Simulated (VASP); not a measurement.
# AlGa3N4 (Cm) in VASP: notebook

The runs below take AlGa3N4 through single point, with PBEsol.

All numbers are computed with VASP 6.6.1; they aren't measurements. Logs are shortened: lines on timing, memory, paths and dates and some standing lists are left out, and cuts for length are marked.

**1. The cell of the first run**

Symmetry: Cm, No. 8, monoclinic system. Conventional cell: a = 6.318 Å, b = 6.318 Å, c = 4.468 Å, α = 90.00°, β = 90.00°, γ = 90.00°. Within 2.5 Å of Al (site symmetry m) lie 4 N at 1.90 Å. Within 2.5 Å of Ga (site symmetry 1) lie 4 N at 1.92 to 1.97 Å. Ga (site symmetry m) has 4 N at 1.90 to 2.00 Å within 2.5 Å. Within 2.5 Å of N (site symmetry m) lie 3 Ga at 1.90 to 1.97 Å and 1 Al at 1.90 Å. N (site symmetry 1) has 1 Al at 1.90 Å and 3 Ga at 1.92 to 1.97 Å within 2.5 Å. N (site symmetry m) has 1 Al at 1.90 Å and 3 Ga at 1.92 to 2.00 Å within 2.5 Å.

**2. Single point, PBEsol (atoms displaced along a vibrational mode)**

INCAR

```
SYSTEM = AlGa3N4
PREC = Accurate
ENCUT = 520
EDIFF = 1E-6
ISMEAR = 0
SIGMA = 0.05
LREAL = .False.
LASPH = .True.
NELM = 80
ALGO = Normal
ISIF = 2
LWAVE = .False.
LCHARG = .False.
GGA = PS
NBANDS = 41
```

KPOINTS

```
Automatic mesh
0
Gamma
  6 6 6
  0 0 0
```

POSCAR

```
AlGa3N4
1.0
    4.4676279205      0.0000000000      0.0000000000
    0.0000000000      4.4676279205      0.0000000000
    0.0000000000      0.0000000000      4.4676279205
Al Ga N
1 3 4
Direct
    0.0000000000      0.0000000000      0.0000000000
    0.4988649913      0.5000000000      0.0000000000
    0.5011350087      0.0000000000      0.4988649913
    0.0000000000      0.5000000000      0.5011350087
    0.7504619607      0.7641688416      0.2495380393
    0.7595998813      0.2449690790      0.7504619607
    0.2404001187      0.7458930004      0.7595998813
    0.2495380393      0.2449690790      0.2404001187
```

Potentials or basis: VASP PAW PBE potentials, release 64 (Al, Ga_d, N).

On the command line:

```
$ cat potpaw_PBE.64/Al/POTCAR potpaw_PBE.64/Ga_d/POTCAR potpaw_PBE.64/N/POTCAR > POTCAR
$ mpirun -np 1 vasp_std > vasp.out
```

OUTCAR:

```text
SYSTEM = AlGa3N4
   PREC = Accurate
   ENCUT = 520
   EDIFF = 1E-6
   ISMEAR = 0
   LREAL = .False.
   LASPH = .True.
   NELM = 80
   ISIF = 2
   GGA = PS

 ion  position               nearest neighbor table
   1  0.000  0.000  0.000-   6 1.90   8 1.90   7 1.90   5 1.90
   2  0.499  0.500  0.000-   8 1.92   7 1.92   6 1.97   5 1.97
   3  0.501  0.000  0.499-   5 1.90   6 1.95   8 1.95   7 2.00
   4  0.000  0.500  0.501-   6 1.92   7 1.92   8 1.97   5 1.97
   5  0.750  0.764  0.250-   3 1.90   1 1.90   2 1.97   4 1.97
   6  0.760  0.245  0.750-   1 1.90   4 1.92   3 1.95   2 1.97
   7  0.240  0.746  0.760-   1 1.90   2 1.92   4 1.92   3 2.00
   8  0.250  0.245  0.240-   1 1.90   2 1.92   3 1.95   4 1.97

  LATTYP: Found a simple cubic cell.
 ALAT       =     4.4676279205

  Lattice vectors:

 A1 = (   4.4676279205,   0.0000000000,   0.0000000000)
 A2 = (   0.0000000000,   4.4676279205,   0.0000000000)
 A3 = (   0.0000000000,   0.0000000000,   4.4676279205)

Analysis of symmetry for initial positions (statically):
=====================================================================
 Subroutine PRICEL returns:
 Original cell was already a primitive cell.

 Routine SETGRP: Setting up the symmetry group for a
 simple cubic supercell.

 Subroutine GETGRP returns: Found  2 space group operations
 (whereof  2 operations were pure point group operations)
 out of a pool of 48 trial point group operations.

The static configuration has the point symmetry C_1h.

Analysis of symmetry for dynamics (positions and initial velocities):
=====================================================================
 Subroutine PRICEL returns:
 Original cell was already a primitive cell.

 Routine SETGRP: Setting up the symmetry group for a
 simple cubic supercell.

 Subroutine GETGRP returns: Found  2 space group operations
 (whereof  2 operations were pure point group operations)
 out of a pool of 48 trial point group operations.

The dynamic configuration has the point symmetry C_1h.

 Subroutine INISYM returns: Found  2 space group operations
 (whereof  2 operations are pure point group operations),
 and found     1 'primitive' translations

----------------------------------------------------------------------------------------

                                     Primitive cell

  volume of cell :      89.1725

  direct lattice vectors                    reciprocal lattice vectors
     4.467627921  0.000000000  0.000000000     0.223832427  0.000000000  0.000000000
     0.000000000  4.467627921  0.000000000     0.000000000  0.223832427  0.000000000
     0.000000000  0.000000000  4.467627921     0.000000000  0.000000000  0.223832427

  length of vectors
     4.467627921  4.467627921  4.467627921     0.223832427  0.223832427  0.223832427

  position of ions in fractional coordinates (direct lattice)
     0.000000000  0.000000000  0.000000000
     0.498864991  0.500000000  0.000000000
     0.501135009  0.000000000  0.498864991
     0.000000000  0.500000000  0.501135009
     0.750461961  0.764168842  0.249538039
     0.759599881  0.244969079  0.750461961
     0.240400119  0.745893000  0.759599881
     0.249538039  0.244969079  0.240400119

  ion indices of the primitive-cell ions
   primitive index   ion index
                 1           1
                 2           2
                 3           3
                 4           4
                 5           5
                 6           6
                 7           7
                 8           8

----------------------------------------------------------------------------------------

 KPOINTS: Automatic mesh

Automatic generation of k-mesh.
 Grid dimensions read from file:
 generate k-points for:    6    6    6

 Generating k-lattice:

  Cartesian coordinates                     Fractional coordinates (reciprocal lattice)
     0.037305404  0.000000000  0.000000000     0.166666667  0.000000000  0.000000000
     0.000000000  0.037305404  0.000000000     0.000000000  0.166666667  0.000000000
     0.000000000  0.000000000  0.037305404     0.000000000  0.000000000  0.166666667

  Length of vectors
     0.037305404  0.037305404  0.037305404

  Shift w.r.t. Gamma in fractional coordinates (k-lattice)
     0.000000000  0.000000000  0.000000000

 Subroutine IBZKPT returns following result:
 ===========================================

 Found     68 irreducible k-points:

 Following reciprocal coordinates:
            Coordinates               Weight
  0.000000  0.000000  0.000000      1.000000
  0.166667  0.000000  0.000000      4.000000
  0.000000  0.166667  0.000000      2.000000
  0.333333  0.000000  0.000000      4.000000
  0.000000  0.333333  0.000000      2.000000
  0.500000  0.000000  0.000000      2.000000
[... 16 lines left out ...]
  0.333333  0.000000  0.333333      2.000000
 -0.333333  0.000000  0.333333      2.000000
 [... further k-points ...]
   k-points           NKPTS =     68   k-points in BZ     NKDIM =     68   number of bands    NBANDS=     41
   number of dos      NEDOS =    301   number of ions     NIONS =      8
   total plane-waves  NPLWV =  46656
   dimension x,y,z NGX =    36 NGY =   36 NGZ =   36
   dimension x,y,z NGXF=    72 NGYF=   72 NGZF=   72
   ions per type =               1   3   4
   NGX,Y,Z   is equivalent  to a cutoff of  13.40, 13.40, 13.40 a.u.
   NGXF,Y,Z  is equivalent  to a cutoff of  26.79, 26.79, 26.79 a.u.
 SYSTEM =  AlGa3N4
   PREC   = accura    normal or accurate (medium, high low for compatibility)
   ISTART =      0    job   : 0-new  1-cont  2-samecut
   ICHARG =      2    charge: 1-file 2-atom 10-const
   ISPIN  =      1    spin polarized calculation?
   LNONCOLLINEAR =      F non collinear calculations
   LSORBIT =      F    spin-orbit coupling
   LASPH  =      T    aspherical Exc in radial PAW
   ENCUT  =  520.0 eV  38.22 Ry    6.18 a.u.   8.31  8.31  8.31*2*pi/ulx,y,z
   NELM   =     80;   NELMIN=  2; NELMDL= -5     # of ELM steps
   EDIFF  = 0.1E-05   stopping-criterion for ELM
   LREAL  =      F    real-space projection
   EDIFFG = 0.1E-04   stopping-criterion for IOM
   NSW    =      0    number of steps for IOM
   IBRION =     -1    ionic relax: 0-MD 1-quasi-New 2-CG
   NFREE  =      0    steps in history (QN), initial steepest desc. (CG)
   ISIF   =      2    stress and relaxation
   ISYM   =      2    0-nonsym 1-usesym 2-fastsym
   POTIM  = 0.5000    time-step for ionic-motion
   TEBEG  =    0.0;   TEEND  =   0.0 temperature during run
   PSTRESS=    0.0 pullay stress
   NELECT =      62.0000    total number of electrons
   NUPDOWN=      -1.0000    fix difference up-down
   EMIN   =  10.00;   EMAX   =-10.00  energy-range for DOS
   EFERMI =   0.00;   METHOD = LEGACY
   ISMEAR =     0;   SIGMA  =   0.05  broadening in eV -4-tet -1-fermi 0-gaus
   EFERMI_NEDOS =   21; number of points for ismear=-14 and -15
   IALGO  =     38    algorithm
   IMIX   =      4    mixing-type and parameters
     AMIX     =   0.40;   BMIX     =  1.00
     AMIX_MAG =   1.60;   BMIX_MAG =  1.00
  volume/ion in A,a.u.               =      11.15        75.22
  Fermi-wavevector in a.u.,A,eV,Ry     =   1.450313  2.740694 28.618599  2.103408
  Thomas-Fermi vector in A             =   2.567939
   LORBIT       =      0    0 simple, 1 ext, 2 COOP (PROOUT), +10 PAW based schemes
   GGA     = PS    functional components
   LHFCALC =     F    Hartree Fock is set to
   AEXX    =    0.0000 exact exchange contribution
   IVDW    =     0    specifies the selected vdW correction
   LEPSILON=     F    determine dielectric tensor
   LRPA    =     F    only Hartree local field effects (RPA)
 non-spin polarized calculation
 Gauss-broadening in eV      SIGMA  =   0.05
  energy-cutoff  :      520.00
  volume of cell :       89.17
 maximum number of plane-waves:      2469
 NGX is ok and might be reduce to    36
   NGX = 17   NGY = 17   NGZ = 17

 number of electron      61.9999969 magnetization

 Free energy of the ion-electron system (eV)
  ---------------------------------------------------
  ext. energy  EPLUGINS =         0.00000000
  ---------------------------------------------------
  free energy    TOTEN  =       -54.90276001 eV

  energy without entropy =      -54.90276001  energy(sigma->0) =      -54.90276001

 E-fermi :   5.5801     XC(G=0): -11.7430

 val. band max:        5.3178006957   @ k =   0.0000   0.0000   0.0000
 cond. band min:       7.6185203871   @ k =   0.0000   0.0000   0.0000
 fundamental gap:      2.3007196913
 Fermi energy:         5.5800780091

 k-point     1 :       0.0000    0.0000    0.0000
  band No.  band energies     occupation
      1     -10.3772      2.00000
      2      -9.0848      2.00000
      3      -9.0806      2.00000
      4      -9.0755      2.00000
      5      -7.8000      2.00000
      6      -7.7809      2.00000
[... 33 lines left out ...]
     40      16.0379      0.00000
     41      16.0577      0.00000

 k-point     2 :       0.1667    0.0000    0.0000
  band No.  band energies     occupation
      1     -10.2640      2.00000
      2      -9.1192      2.00000
      3      -9.0823      2.00000
      4      -9.0812      2.00000
      5      -7.7956      2.00000
      6      -7.7767      2.00000
[... 33 lines left out ...]
     40      16.2135      0.00000
     41      16.2749      0.00000

 k-point     3 :       0.0000    0.1667    0.0000
  band No.  band energies     occupation
      1     -10.2641      2.00000
      2      -9.1190      2.00000
      3      -9.0865      2.00000
      4      -9.0772      2.00000
      5      -7.7956      2.00000
      6      -7.7776      2.00000
[... 33 lines left out ...]
     40      16.1896      0.00000
     41      16.2465      0.00000

 k-point     4 :       0.3333    0.0000    0.0000
  band No.  band energies     occupation
      1      -9.9600      2.00000
      2      -9.2620      2.00000
      3      -9.0858      2.00000
      4      -9.0850      2.00000
      5      -7.7660      2.00000
      6      -7.7616      2.00000
[... 825 lines left out ...]
     40      15.0250      0.00000
     41      15.4015      0.00000

 k-point    23 :       0.3333    0.0000    0.3333
  band No.  band energies     occupation
      1      -9.6711      2.00000
      2      -9.2306      2.00000
      3      -9.1957      2.00000
      4      -9.1184      2.00000
      5      -7.7766      2.00000
      6      -7.7626      2.00000
[... 33 lines left out ...]
     40      15.0256      0.00000
     41      15.2912      0.00000

 k-point    24 :      -0.3333    0.0000    0.3333
  band No.  band energies     occupation
      1      -9.6710      2.00000
      2      -9.2390      2.00000
      3      -9.1866      2.00000
      4      -9.1193      2.00000
      5      -7.7777      2.00000
      6      -7.7666      2.00000
[... 33 lines left out ...]
     40      14.9946      0.00000
     41      15.2591      0.00000

 [... further k-points ...]

------------------------ aborting loop because EDIFF is reached ----------------------------------------

  FORCE on cell =-STRESS in cart. coord.  units (eV):
  Direction    XX          YY          ZZ          XY          YZ          ZX
  --------------------------------------------------------------------------------------
  -------------------------------------------------------------------------------------
  Total        0.0548342      0.0424744      0.0548342     -0.0042674      0.0042672     -0.0578360
  in kB        0.9852157      0.7631446      0.9852157     -0.0766731      0.0766688     -1.0391499
  external PRESSURE =       0.9111920 kB  Pullay stress =       0.0000000 kB

 VOLUME and BASIS-vectors are now :
 -----------------------------------------------------------------------------
  energy-cutoff  :      520.00
  volume of cell :       89.17
      direct lattice vectors                 reciprocal lattice vectors
     4.467627921  0.000000000  0.000000000     0.223832427  0.000000000  0.000000000
     0.000000000  4.467627921  0.000000000     0.000000000  0.223832427  0.000000000
     0.000000000  0.000000000  4.467627921     0.000000000  0.000000000  0.223832427

 POSITION                                       TOTAL-FORCE (eV/Angst)
 -----------------------------------------------------------------------------------
      0.00000      0.00000      0.00000        -0.000101     -0.002025      0.000101
      2.22874      2.23381      0.00000         0.451382      0.009039     -0.000653
      2.23888      0.00000      2.22874        -0.457850      0.085748      0.457850
      0.00000      2.23381      2.23888         0.000653      0.009039     -0.451382
      3.35278      3.41402      1.11484         0.422669     -0.768268     -0.422669
      3.39361      1.09443      3.35278        -0.374043     -0.022133      0.363720
      1.07402      3.33237      3.39361         0.321010      0.710733     -0.321010
      1.11484      1.09443      1.07402        -0.363720     -0.022133      0.374043
 -----------------------------------------------------------------------------------
    total drift:                                0.000062      0.000241     -0.000060

  FREE ENERGIE OF THE ION-ELECTRON SYSTEM (eV)
  ---------------------------------------------------
  free  energy   TOTEN  =       -54.9027600090 eV

  energy  without entropy=      -54.9027600090  energy(sigma->0) =      -54.90276001
```

It took 3.3 min on 1 thread of Intel Xeon Platinum 8259CL at 2.50GHz (Skylake/Cascade Lake), shared host; peak memory 0.33 GiB.

Results:

* Free energy: -54.9028 eV
* Pressure: 0.1 GPa
* Largest force: 0.973 eV/Å
* Band gap on the k mesh: 2.30 eV

Forces on the atoms (eV/Å):
```
Al   0.000 -0.002  0.000
Ga   0.451  0.009 -0.001
Ga  -0.458  0.086  0.458
Ga   0.001  0.009 -0.451
N    0.423 -0.768 -0.423
N   -0.374 -0.022  0.364
N    0.321  0.711 -0.321
N   -0.364 -0.022  0.374
```

Levels at points of the mesh, in eV from the valence-band top:
| k point | band 28 | band 29 | band 30 | band 31 | band 32 | band 33 | band 34 | band 35 |
| --- | --- | --- | --- | --- | --- | --- | --- | --- |
| (0.00, 0.00, 0.00) | -2.44 | -0.01 | 0.00 | 0.00 | 2.30 | 3.33 | 3.33 | 3.34 |
| (0.50, 0.00, 0.00) | -1.49 | -1.49 | -1.20 | -1.20 | 4.83 | 4.93 | 6.13 | 6.13 |
| (0.00, 0.50, 0.00) | -1.49 | -1.49 | -1.20 | -1.20 | 4.83 | 4.93 | 6.12 | 6.12 |
| (0.50, 0.50, 0.00) | -1.01 | -0.95 | -0.92 | -0.62 | 6.64 | 6.72 | 6.73 | 7.27 |
| (0.50, 0.00, 0.50) | -1.03 | -0.94 | -0.91 | -0.62 | 6.63 | 6.79 | 6.81 | 7.26 |
| (0.50, 0.50, 0.50) | -0.76 | -0.69 | -0.67 | -0.64 | 4.92 | 4.92 | 4.93 | 6.19 |

Caveat: the cell differs from its parent crystal (atoms displaced along a vibrational mode); the PAW data sets were made with another functional, which shifts forces and pressure a little.

(Part 1 of 2 ends here.)
